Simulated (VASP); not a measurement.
Write the native input for VASP 6.6.1 that does the following.

| Item | Value |
| --- | --- |
| Task | single point |
| Functional | BLYP |
| Dispersion | D4 |
| Potentials or basis | VASP PAW PBE potentials, release 64 (Mo_sv, S) |
| Cutoff | 520 eV |
| k mesh | 9 × 9 × 4 |
| Occupations | fermi-dirac, width 0.05 eV |
| Spin | no spin polarisation |
| Dipole correction | no |
| Further INCAR settings | ALGO = Normal; EDIFF = 1e-06; NBANDS = 20 |

The structure of MoS2 lies in POSCAR:

```
MoS2
1.0
    3.2058030729      0.0000000000      0.0000000000
   -1.6029015365      2.7763069006      0.0000000000
    0.0000000000      0.0000000000      6.2701065500
Mo S
1 2
Direct
    0.0000000000      0.0000000000      0.5000000000
    0.6666666667      0.3333333333      0.7446806800
    0.3333333333      0.6666666667      0.2553193200
```

One way to write it, as run:

INCAR

```
PREC = Accurate ; ENCUT = 520
EDIFF = 1E-6 ; ISMEAR = -1
SIGMA = 0.05 ; LREAL = False
LASPH = True ; NELM = 80
ALGO = Normal ; ISIF = 2
LWAVE = False ; LCHARG = True
GGA = B5 ; ALDAX = 1.0
AGGAX = 1.0 ; AGGAC = 1.0
ALDAC = 0.0 ; IVDW = 13
VDW_S6 = 1.0 ; VDW_S8 = 2.34076671
VDW_A1 = 0.44488865 ; VDW_A2 = 4.0933009
LELF = True ; LVHAR = True
NBANDS = 20
```

KPOINTS

```
regular mesh
0
Gamma
  9 9 4
```

Potentials or basis: VASP PAW PBE potentials, release 64 (Mo_sv, S).

Run with:

```sh
$ cat potpaw_PBE.64/Mo_sv/POTCAR potpaw_PBE.64/S/POTCAR > POTCAR
$ mpirun -np 1 vasp_std > vasp.out
```

It gave:

The pressure is 4.2 GPa, the largest force is 0.966 eV/Å and the band gap on the k mesh is zero (band 13 reaches 8.22 eV, above the bottom of band 14 at 7.16 eV). The dispersion energy per atom is -0.789 eV.

Caveat: the PAW data sets were made with another functional, which shifts forces and pressure a little.

Wall time 75 s on 1 thread of Intel Xeon 8259CL (shared host), peak memory 0.19 GiB.
